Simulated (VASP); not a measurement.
# Ti3Si4Ni (P4mm) in VASP: single point with PBE

Aim: the single point of Ti3Si4Ni with PBE.

All numbers are computed with VASP 6.6.1; they aren't measurements. Logs are shortened: lines on timing, memory, paths and dates and some standing lists are left out, and cuts for length are marked.

### Step 1. The cell of the first run

It takes space group P4mm (No. 99, tetragonal). The conventional cell has a = 4.667 Å, b = 4.667 Å, c = 5.215 Å, α = 90.00°, β = 90.00°, γ = 90.00°. Ti (site symmetry 2mm) has 6 Si at 2.60 to 2.67 Å and 6 Ti at 2.69 to 3.30 Å and 2 Ni at 2.78 Å within 3.4 Å. Within 3.4 Å of Ti (site symmetry 4mm) lie 6 Si at 2.58 to 2.66 Å and 4 Ti at 2.69 Å and 4 Ni at 3.30 Å. Si (site symmetry 2mm) has 2 Ni at 2.58 Å and 4 Ti at 2.60 to 2.66 Å and 8 Si at 2.67 to 3.30 Å within 3.4 Å. Within 3.4 Å of Si (site symmetry 4mm) lie 6 Ti at 2.58 to 2.67 Å and 8 Si at 2.67 to 3.30 Å. Si (site symmetry 4mm) has 2 Ni at 2.50 to 2.72 Å and 4 Ti at 2.63 Å and 8 Si at 2.72 to 3.30 Å within 3.4 Å. Within 3.4 Å of Ni (site symmetry 4mm) lie 6 Si at 2.50 to 2.72 Å and 8 Ti at 2.78 to 3.30 Å.

### Step 2. Single point, PBE

Input file INCAR:

```
PREC = Accurate
ENCUT = 520
EDIFF = 1E-6
ISMEAR = 0
SIGMA = 0.1
LREAL = False
LASPH = True
NELM = 100
ALGO = Normal
ISIF = 2
LWAVE = False
LCHARG = False
GGA = PE
NBANDS = 41
```

Input file KPOINTS:

```
Automatic mesh
0
Gamma
  8 8 8
```

Input file POSCAR:

```
Ti3Si4Ni
1.0
    4.6670112337      0.0000000000      0.0000000000
    0.0000000000      4.6670112337      0.0000000000
    0.0000000000      0.0000000000      5.2152454789
Ti Si Ni
3 4 1
Direct
    0.0000000000      0.5000000000      0.3661431024
    0.5000000000      0.0000000000      0.3661431024
    0.0000000000      0.0000000000      0.6223902349
    0.0000000000      0.5000000000      0.8685615810
    0.5000000000      0.0000000000      0.8685615810
    0.0000000000      0.0000000000      0.1175415220
    0.5000000000      0.5000000000      0.1349219078
    0.5000000000      0.5000000000      0.6557369688
```

Potentials or basis: VASP PAW PBE potentials, release 64 (Ti_sv, Si, Ni).

The run is started by

```console
$ cat potpaw_PBE.64/Ti_sv/POTCAR potpaw_PBE.64/Si/POTCAR potpaw_PBE.64/Ni/POTCAR > POTCAR
$ mpirun -np 1 vasp_std > vasp.out
```

OUTCAR:

```text
PREC = Accurate
   ENCUT = 520
   EDIFF = 1E-6
   ISMEAR = 0
   LREAL = False
   LASPH = True
   NELM = 100
   ISIF = 2
   GGA = PE

 ion  position               nearest neighbor table
   1  0.000  0.500  0.366-   4 2.60   4 2.62   7 2.63   7 2.63   6 2.67   6 2.67   3 2.69   3 2.69
                             8 2.78   8 2.78
   2  0.500  0.000  0.366-   5 2.60   5 2.62   7 2.63   7 2.63   6 2.67   6 2.67   3 2.69   3 2.69
                             8 2.78   8 2.78
   3  0.000  0.000  0.622-   6 2.58   6 2.63   4 2.66   5 2.66   4 2.66   5 2.66   1 2.69   1 2.69
                             2 2.69   2 2.69
   4  0.000  0.500  0.869-   8 2.58   8 2.58   1 2.60   1 2.62   3 2.66   3 2.66   6 2.67   6 2.67
                             7 2.72   7 2.72
   5  0.500  0.000  0.869-   8 2.58   8 2.58   2 2.60   2 2.62   3 2.66   3 2.66   6 2.67   6 2.67
                             7 2.72   7 2.72
   6  0.000  0.000  0.118-   3 2.58   3 2.63   2 2.67   1 2.67   1 2.67   2 2.67   4 2.67   4 2.67
                             5 2.67   5 2.67
   7  0.500  0.500  0.135-   8 2.50   2 2.63   1 2.63   2 2.63   1 2.63   5 2.72   5 2.72   4 2.72
                             4 2.72   8 2.72
   8  0.500  0.500  0.656-   7 2.50   5 2.58   4 2.58   5 2.58   4 2.58   7 2.72   2 2.78   1 2.78
                             1 2.78   2 2.78

  LATTYP: Found a simple tetragonal cell.
 ALAT       =     4.6670112337
 C/A-ratio  =     1.1174700933

  Lattice vectors:

 A1 = (   4.6670112337,   0.0000000000,   0.0000000000)
 A2 = (   0.0000000000,   4.6670112337,   0.0000000000)
 A3 = (   0.0000000000,   0.0000000000,   5.2152454789)

Analysis of symmetry for initial positions (statically):
=====================================================================
 Subroutine PRICEL returns:
 Original cell was already a primitive cell.

 Routine SETGRP: Setting up the symmetry group for a
 simple tetragonal supercell.

 Subroutine GETGRP returns: Found  8 space group operations
 (whereof  8 operations were pure point group operations)
 out of a pool of 16 trial point group operations.

The static configuration has the point symmetry C_4v.

Analysis of symmetry for dynamics (positions and initial velocities):
=====================================================================
 Subroutine PRICEL returns:
 Original cell was already a primitive cell.

 Routine SETGRP: Setting up the symmetry group for a
 simple tetragonal supercell.

 Subroutine GETGRP returns: Found  8 space group operations
 (whereof  8 operations were pure point group operations)
 out of a pool of 16 trial point group operations.

The dynamic configuration has the point symmetry C_4v.

 Subroutine INISYM returns: Found  8 space group operations
 (whereof  8 operations are pure point group operations),
 and found     1 'primitive' translations

----------------------------------------------------------------------------------------

                                     Primitive cell

  volume of cell :     113.5932

  direct lattice vectors                    reciprocal lattice vectors
     4.667011234  0.000000000  0.000000000     0.214269893  0.000000000  0.000000000
     0.000000000  4.667011234  0.000000000     0.000000000  0.214269893  0.000000000
     0.000000000  0.000000000  5.215245479     0.000000000  0.000000000  0.191745528

  length of vectors
     4.667011234  4.667011234  5.215245479     0.214269893  0.214269893  0.191745528

  position of ions in fractional coordinates (direct lattice)
     0.000000000  0.500000000  0.366143102
     0.500000000  0.000000000  0.366143102
     0.000000000  0.000000000  0.622390235
     0.000000000  0.500000000  0.868561581
     0.500000000  0.000000000  0.868561581
     0.000000000  0.000000000  0.117541522
     0.500000000  0.500000000  0.134921908
     0.500000000  0.500000000  0.655736969

  ion indices of the primitive-cell ions
   primitive index   ion index
                 1           1
                 2           2
                 3           3
                 4           4
                 5           5
                 6           6
                 7           7
                 8           8

----------------------------------------------------------------------------------------

 KPOINTS: Automatic mesh

Automatic generation of k-mesh.
 Grid dimensions read from file:
 generate k-points for:    8    8    8

 Generating k-lattice:

  Cartesian coordinates                     Fractional coordinates (reciprocal lattice)
     0.026783737  0.000000000  0.000000000     0.125000000  0.000000000  0.000000000
     0.000000000  0.026783737  0.000000000     0.000000000  0.125000000  0.000000000
     0.000000000  0.000000000  0.023968191     0.000000000  0.000000000  0.125000000

  Length of vectors
     0.026783737  0.026783737  0.023968191

  Shift w.r.t. Gamma in fractional coordinates (k-lattice)
     0.000000000  0.000000000  0.000000000

 Subroutine IBZKPT returns following result:
 ===========================================

 Found     75 irreducible k-points:

 Following reciprocal coordinates:
            Coordinates               Weight
  0.000000  0.000000  0.000000      1.000000
  0.125000  0.000000  0.000000      4.000000
  0.250000  0.000000  0.000000      4.000000
  0.375000  0.000000  0.000000      4.000000
  0.500000  0.000000  0.000000      2.000000
  0.125000  0.125000  0.000000      4.000000
[... 16 lines left out ...]
  0.375000  0.125000  0.125000     16.000000
  0.500000  0.125000  0.125000      8.000000
 [... further k-points ...]
   k-points           NKPTS =     75   k-points in BZ     NKDIM =     75   number of bands    NBANDS=     41
   number of dos      NEDOS =    301   number of ions     NIONS =      8
   total plane-waves  NPLWV =  51840
   dimension x,y,z NGX =    36 NGY =   36 NGZ =   40
   dimension x,y,z NGXF=    72 NGYF=   72 NGZF=   80
   ions per type =               3   4   1
   NGX,Y,Z   is equivalent  to a cutoff of  12.82, 12.82, 12.75 a.u.
   NGXF,Y,Z  is equivalent  to a cutoff of  25.65, 25.65, 25.50 a.u.
 SYSTEM =  unknown system
   PREC   = accura    normal or accurate (medium, high low for compatibility)
   ISTART =      0    job   : 0-new  1-cont  2-samecut
   ICHARG =      2    charge: 1-file 2-atom 10-const
   ISPIN  =      1    spin polarized calculation?
   LNONCOLLINEAR =      F non collinear calculations
   LSORBIT =      F    spin-orbit coupling
   LASPH  =      T    aspherical Exc in radial PAW
   ENCUT  =  520.0 eV  38.22 Ry    6.18 a.u.   8.68  8.68  9.70*2*pi/ulx,y,z
   NELM   =    100;   NELMIN=  2; NELMDL= -5     # of ELM steps
   EDIFF  = 0.1E-05   stopping-criterion for ELM
   LREAL  =      F    real-space projection
   EDIFFG = 0.1E-04   stopping-criterion for IOM
   NSW    =      0    number of steps for IOM
   IBRION =     -1    ionic relax: 0-MD 1-quasi-New 2-CG
   NFREE  =      0    steps in history (QN), initial steepest desc. (CG)
   ISIF   =      2    stress and relaxation
   ISYM   =      2    0-nonsym 1-usesym 2-fastsym
   POTIM  = 0.5000    time-step for ionic-motion
   TEBEG  =    0.0;   TEEND  =   0.0 temperature during run
   PSTRESS=    0.0 pullay stress
   NELECT =      62.0000    total number of electrons
   NUPDOWN=      -1.0000    fix difference up-down
   EMIN   =  10.00;   EMAX   =-10.00  energy-range for DOS
   EFERMI =   0.00;   METHOD = LEGACY
   ISMEAR =     0;   SIGMA  =   0.10  broadening in eV -4-tet -1-fermi 0-gaus
   EFERMI_NEDOS =   21; number of points for ismear=-14 and -15
   IALGO  =     38    algorithm
   IMIX   =      4    mixing-type and parameters
     AMIX     =   0.40;   BMIX     =  1.00
     AMIX_MAG =   1.60;   BMIX_MAG =  1.00
  volume/ion in A,a.u.               =      14.20        95.82
  Fermi-wavevector in a.u.,A,eV,Ry     =   1.337893  2.528250 24.353837  1.789957
  Thomas-Fermi vector in A             =   2.466406
   LORBIT       =      0    0 simple, 1 ext, 2 COOP (PROOUT), +10 PAW based schemes
   GGA     = PE    functional components
   LHFCALC =     F    Hartree Fock is set to
   AEXX    =    0.0000 exact exchange contribution
   IVDW    =     0    specifies the selected vdW correction
   LEPSILON=     F    determine dielectric tensor
   LRPA    =     F    only Hartree local field effects (RPA)
 non-spin polarized calculation
 Gauss-broadening in eV      SIGMA  =   0.10
  energy-cutoff  :      520.00
  volume of cell :      113.59
 maximum number of plane-waves:      3108
 NGX is ok and might be reduce to    36
   NGX = 17   NGY = 17   NGZ = 19

 number of electron      62.0000007 magnetization

 Free energy of the ion-electron system (eV)
  ---------------------------------------------------
  ext. energy  EPLUGINS =         0.00000000
  ---------------------------------------------------
  free energy    TOTEN  =       -53.75121918 eV

  energy without entropy =      -53.71784053  energy(sigma->0) =      -53.73452986

 E-fermi :   9.6736     XC(G=0): -11.7827

 val. band max:        9.6688400330   @ k =   0.2500   0.1250   0.3750
 cond. band min:       9.6846042688   @ k =   0.2500   0.0000   0.5000
 fundamental gap:      0.0157642358
 Fermi energy:         9.6736294236

 k-point     1 :       0.0000    0.0000    0.0000
  band No.  band energies     occupation
      1     -46.8430      2.00000
      2     -46.8010      2.00000
      3     -46.6102      2.00000
      4     -23.3133      2.00000
      5     -23.3133      2.00000
      6     -23.2068      2.00000
[... 33 lines left out ...]
     40      12.4947      0.00000
     41      12.5932      0.00000

 k-point     2 :       0.1250    0.0000    0.0000
  band No.  band energies     occupation
      1     -46.8408      2.00000
      2     -46.8017      2.00000
      3     -46.6118      2.00000
      4     -23.3110      2.00000
      5     -23.3098      2.00000
      6     -23.2090      2.00000
[... 957 lines left out ...]
     40      12.4043      0.00000
     41      12.5930      0.00000

 k-point    24 :       0.5000    0.1250    0.1250
  band No.  band energies     occupation
      1     -46.8214      2.00000
      2     -46.8102      2.00000
      3     -46.6229      2.00000
      4     -23.3132      2.00000
      5     -23.2623      2.00000
      6     -23.2397      2.00000
[... 33 lines left out ...]
     40      12.4214      0.00000
     41      12.9323      0.00000

 [... further k-points ...]

------------------------ aborting loop because EDIFF is reached ----------------------------------------

  FORCE on cell =-STRESS in cart. coord.  units (eV):
  Direction    XX          YY          ZZ          XY          YZ          ZX
  --------------------------------------------------------------------------------------
  -------------------------------------------------------------------------------------
  Total       -0.0087588     -0.0087588     -0.0762110      0.0000000      0.0000000      0.0000000
  in kB       -0.1235386     -0.1235386     -1.0749186      0.0000000      0.0000000      0.0000000
  external PRESSURE =      -0.4406653 kB  Pullay stress =       0.0000000 kB

 VOLUME and BASIS-vectors are now :
 -----------------------------------------------------------------------------
  energy-cutoff  :      520.00
  volume of cell :      113.59
      direct lattice vectors                 reciprocal lattice vectors
     4.667011234  0.000000000  0.000000000     0.214269893  0.000000000  0.000000000
     0.000000000  4.667011234  0.000000000     0.000000000  0.214269893  0.000000000
     0.000000000  0.000000000  5.215245479     0.000000000  0.000000000  0.191745528

 POSITION                                       TOTAL-FORCE (eV/Angst)
 -----------------------------------------------------------------------------------
      0.00000      2.33351      1.90953         0.000000     -0.000000      0.006399
      2.33351      0.00000      1.90953         0.000000      0.000000      0.006399
      0.00000      0.00000      3.24592         0.000000      0.000000     -0.003997
      0.00000      2.33351      4.52976         0.000000      0.000000     -0.005151
      2.33351      0.00000      4.52976         0.000000      0.000000     -0.005151
      0.00000      0.00000      0.61301         0.000000      0.000000     -0.001058
      2.33351      2.33351      0.70365         0.000000      0.000000      0.004410
      2.33351      2.33351      3.41983         0.000000      0.000000     -0.001852
 -----------------------------------------------------------------------------------
    total drift:                                0.000000     -0.000000     -0.000420

  FREE ENERGIE OF THE ION-ELECTRON SYSTEM (eV)
  ---------------------------------------------------
  free  energy   TOTEN  =       -53.7512191808 eV

  energy  without entropy=      -53.7178405300  energy(sigma->0) =      -53.73452986
```

Wall time 2.6 min (1 thread of Intel Xeon 6975P-C (Granite Rapids), shared host); peak memory 0.42 GiB.

Results:

```
Free energy            : -53.7512 eV
Pressure               : 0.0 GPa
Largest force          : 0.006 eV/Å
Band gap on the k mesh : zero (bands 31 and 32 overlap by 0.52 eV)
```

Forces in eV/Å, atoms in the order of the input:
```
Ti   0.000  0.000  0.006
Ti   0.000  0.000  0.006
Ti   0.000  0.000 -0.004
Si   0.000  0.000 -0.005
Si   0.000  0.000 -0.005
Si   0.000  0.000 -0.001
Si   0.000  0.000  0.004
Ni   0.000  0.000 -0.002
```

Levels at points of the mesh, in eV from the Fermi level:
| k point | band 28 | band 29 | band 30 | band 31 | band 32 | band 33 | band 34 | band 35 |
| --- | --- | --- | --- | --- | --- | --- | --- | --- |
| (0.00, 0.00, 0.00) | -0.72 | -0.72 | -0.60 | -0.54 | 0.27 | 0.52 | 0.52 | 1.54 |
| (0.50, 0.00, 0.00) | -1.06 | -1.02 | -0.87 | -0.79 | 0.22 | 0.53 | 0.95 | 1.18 |
| (0.50, 0.50, 0.00) | -1.27 | -0.62 | -0.48 | -0.11 | -0.11 | 1.30 | 1.30 | 1.33 |
| (0.00, 0.00, 0.50) | -0.77 | -0.75 | -0.75 | -0.64 | 0.42 | 0.42 | 1.16 | 1.53 |
| (0.50, 0.00, 0.50) | -0.96 | -0.88 | -0.57 | 0.09 | 0.15 | 0.50 | 0.96 | 1.56 |
| (0.50, 0.50, 0.50) | -1.00 | -0.25 | 0.02 | 0.02 | 0.45 | 1.32 | 1.95 | 2.15 |
